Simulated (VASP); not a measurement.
Ce: single point with PBE

The system is Ce.

```
Ce
1.0
     1.62948    3.08949    0.00000
     1.62948   -3.08949    0.00000
     0.00000    0.00000   -5.28639
Ce
2
Direct
  0.10188 0.89812 0.75000
  0.89812 0.10188 0.25000
```

* Program: VASP 6.6.1
* Task: single point
* Functional: PBE
* Potentials or basis: VASP PAW PBE potentials, release 64 (Ce)
* Cutoff: 520 eV
* k mesh: 6 × 6 × 4
* Occupations: fermi-dirac, width 0.1 eV
* Spin: no spin polarisation
* Dipole correction: no
* Further INCAR settings: ALGO = Normal; EDIFF = 1e-07; NBANDS = 19

| Quantity | Value |
| --- | --- |
| Pressure | -0.2 GPa |
| Largest force | 0.005 eV/Å |
| Band gap on the k mesh | zero (band 12 reaches 9.44 eV, above the bottom of band 13 at 8.80 eV) |

Forces in eV/Å, atoms in the order of the input:
```
Ce   0.000  0.005  0.000
Ce   0.000 -0.005  0.000
```

Levels at points of the mesh, in eV from the Fermi level:
| k point | band 8 | band 9 | band 10 | band 11 | band 12 | band 13 | band 14 | band 15 | band 16 | band 17 |
| --- | --- | --- | --- | --- | --- | --- | --- | --- | --- | --- |
| (0.00, 0.00, 0.00) | -15.35 | -2.72 | -1.76 | -0.04 | 0.08 | 0.10 | 0.13 | 0.36 | 0.65 | 0.68 |
| (0.50, 0.00, 0.00) | -15.54 | -2.37 | -1.69 | -1.65 | 0.15 | 0.17 | 0.35 | 0.37 | 0.62 | 0.76 |
| (0.50, 0.50, 0.00) | -15.91 | -2.07 | -0.31 | -0.05 | -0.02 | 0.20 | 0.62 | 0.72 | 0.80 | 0.80 |
| (0.00, 0.00, 0.50) | -15.96 | -1.76 | -1.76 | -0.07 | -0.07 | 0.22 | 0.22 | 0.56 | 0.56 | 0.69 |
| (0.50, 0.00, 0.50) | -16.08 | -2.00 | -2.00 | -0.82 | -0.82 | 0.21 | 0.21 | 0.58 | 0.58 | 0.73 |
| (0.50, 0.50, 0.50) | -16.25 | -2.06 | -2.06 | -0.92 | -0.92 | 0.62 | 0.62 | 0.69 | 0.69 | 0.80 |

Run time: 73 s on 1 thread of Intel(R) Xeon(R) Platinum 8259CL CPU @ 2.50GHz (Skylake/Cascade Lake) (shared host), peak memory 0.2 GiB.

Caveat: the k points lie up to 0.36 Å⁻¹ apart; spin-orbit coupling is left out, which moves the levels of the heavy elements. Spin polarisation is off, so any magnetic state and its effect on volume and gap are missing.
